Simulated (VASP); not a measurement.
Here is a VASP 6.6.1 calculation.

File POSCAR:

```
CdSe
1.0
    0.0000000000      3.0300472589      3.0300472589
    3.0300472589      0.0000000000      3.0300472589
    3.0300472589      3.0300472589      0.0000000000
Cd Se
1 1
Direct
    0.0000000000      0.0000000000      0.0000000000
    0.2500000000      0.2500000000      0.2500000000
```

File INCAR.step1:

```
SYSTEM = CdSe
PREC     = Accurate       ! precision mode
ENCUT    = 520            ! plane-wave cutoff, eV
EDIFF    = 1E-5           ! SCF threshold, eV
ISMEAR   = 0              ! smearing method
SIGMA    = 0.01           ! smearing width, eV
LREAL    = .FALSE.        ! projectors in reciprocal space
LASPH    = .TRUE.         ! aspherical terms in the spheres
NELM     = 60             ! most SCF steps
ALGO     = Normal         ! electronic algorithm
ISIF     = 2              ! what is computed and relaxed
LWAVE    = .TRUE.         ! write WAVECAR
LCHARG   = .FALSE.        ! write CHGCAR
NBANDS   = 16             ! bands
GGA      = PE             ! functional
```

Contents of INCAR.step2:

```
SYSTEM = CdSe
PREC     = Accurate       ! precision mode
ENCUT    = 520            ! plane-wave cutoff, eV
EDIFF    = 1E-7           ! SCF threshold, eV
ISMEAR   = 0              ! smearing method
SIGMA    = 0.01           ! smearing width, eV
LREAL    = .FALSE.        ! projectors in reciprocal space
LASPH    = .TRUE.         ! aspherical terms in the spheres
NELM     = 60             ! most SCF steps
ALGO     = Normal         ! electronic algorithm
ISIF     = 2              ! what is computed and relaxed
LWAVE    = .FALSE.        ! write WAVECAR
LCHARG   = .FALSE.        ! write CHGCAR
GGA      = PE             ! functional
LHFCALC  = .TRUE.         ! exact exchange
HFSCREEN = 0.2079         ! screening, 1/A
PRECFOCK = Normal       
NBANDS   = 16             ! bands
ISTART   = 1
```

The input KPOINTS:

```
Automatic mesh
0
G
  6 6 6
  0 0 0
```

Potentials or basis: VASP PAW PBE potentials, release 64 (Cd, Se).

Command:

```console
$ cat potpaw_PBE.64/Cd/POTCAR potpaw_PBE.64/Se/POTCAR > POTCAR
$ cp INCAR.step1 INCAR
$ mpirun -np 1 vasp_std > vasp.out
$ cp INCAR.step2 INCAR
$ mpirun -np 1 vasp_std > vasp.out
```

**Question.** Predict the pressure.

**Answer.** 2.5 GPa.

**Question.** Predict the band gap on the k mesh.

**Answer.** 1.58 eV.

Caveat: the cell differs from its parent crystal (strain -1.2%); the structure was generated, so it needn't be the stable form of CdSe; the PAW data sets were made with another functional, which shifts forces and pressure a little.
